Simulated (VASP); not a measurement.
The system is AlRu.

```
Al Ru
1.0
     2.84693    0.00000    0.00000
     0.00000    2.84693    0.00000
     0.00000    0.00000    4.01231
Al Ru
1 1
Direct
  0.00000 0.00000 0.00000
  0.50000 0.50000 0.00000
```

```yaml
Program: VASP 6.6.1
Task: relaxation of cell and atoms
Functional: PBE
Potentials_or_basis: VASP PAW PBE potentials, release 64 (Al, Ru_pv)
Cutoff: 600 eV
k_mesh: 6 × 6 × 4
Occupations: gaussian, width 0.1 eV
Spin: no spin polarisation
```

At the start: pressure 92.3 GPa; volume 16.26 Å³/atom.

How do energy, volume and symmetry change on relaxing?

Over 21 steps the energy falls by 2703.4 meV/atom and the volume is 16.19 Å³/atom (-0.4 %); space group P4/mmm (No. 123, to 0.05 Å).

Step by step:
```tsv
step	energy change (eV)	largest force (eV/Å)	pressure (GPa)	volume (Å³)
1	0.0000	0.0000	92.27	32.52
2	1.5236	0.0000	-14.45	89.85
3	-1.0998	0.0000	-15.81	73.13
4	-2.6810	0.0000	-17.39	62.13
5	-4.3788	0.0000	-3.91	46.24
6	-4.4060	0.0000	-2.68	45.67
7	-4.4066	0.0000	-3.45	45.95
8	-4.5633	0.0000	-4.20	43.51
9	-5.0107	0.0000	-5.05	37.98
10	-4.5833	0.0000	43.35	26.81
11	-5.1908	0.0000	-3.82	35.80
12	-5.3166	0.0000	10.48	30.51
13	-5.3358	0.0000	3.02	32.22
14	-5.3383	0.0000	4.27	31.88
15	-5.3870	0.0000	-3.69	33.27
16	-5.4019	0.0000	-1.78	32.88
17	-5.4026	0.0000	-2.08	32.95
18	-5.3580	0.0000	2.38	31.90
19	-5.4049	0.0000	-1.41	32.73
20	-5.4018	0.0000	2.62	31.84
21	-5.4069	0.0000	0.13	32.39
```

Final structure:
```
CELL_PARAMETERS angstrom
3.54930 0.00000 0.00000
0.00000 3.54930 0.00000
0.00000 0.00000 2.57102
ATOMIC_POSITIONS crystal
Al 0.00000 0.00000 0.00000
Ru 0.50000 0.50000 0.00000
```

Caveat: the k points lie up to 0.61 Å⁻¹ apart in the final cell.
